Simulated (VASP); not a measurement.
Write the native input for VASP 6.6.1 that does the following.

```
Task                   : single point
Functional             : PBE
Dispersion             : D4
Potentials or basis    : VASP PAW PBE potentials, release 64 (Bi_d, Te)
Cutoff                 : 520 eV
k mesh                 : 9 × 9 × 9
Occupations            : fermi-dirac, width 0.05 eV
Spin                   : no spin polarisation
Dipole correction      : no
Further INCAR settings : ALGO = Normal; EDIFF = 1e-06; NBANDS = 18
```

The structure of BiTe lies in POSCAR:

```
BiTe
1.0
    0.0000000000      3.2023209981      3.2023209981
    3.2023209981      0.0000000000      3.2023209981
    3.2023209981      3.2023209981      0.0000000000
Bi Te
1 1
Direct
    0.0000000000      0.0000000000      0.0000000000
    0.5000000000      0.5000000000      0.5000000000
```

One way to write it, as run:

INCAR

```
PREC = Accurate
ENCUT = 520
EDIFF = 1E-6
ISMEAR = -1
SIGMA = 0.05
LREAL = False
LASPH = True
NELM = 100
ALGO = Normal
ISIF = 2
LWAVE = False
LCHARG = False
GGA = PE
IVDW = 13
NBANDS = 18
```

KPOINTS

```
Automatic mesh
0
Gamma
  9 9 9
```

Potentials or basis: VASP PAW PBE potentials, release 64 (Bi_d, Te).

Command:

```console
$ cat potpaw_PBE.64/Bi_d/POTCAR potpaw_PBE.64/Te/POTCAR > POTCAR
$ mpirun -np 1 vasp_std > vasp.out
```

Results of the run:

| Item | Value |
| --- | --- |
| Pressure | 0.0 GPa |
| Dispersion energy per atom | -0.508 eV |

Caveat: pairwise dispersion overbinds metals, which lowers pressure and volume.

Run time: 29 s on 1 thread of Intel(R) Xeon(R) Platinum 8259CL CPU @ 2.50GHz (Skylake/Cascade Lake), with other jobs on the host, peak memory 0.22 GiB.
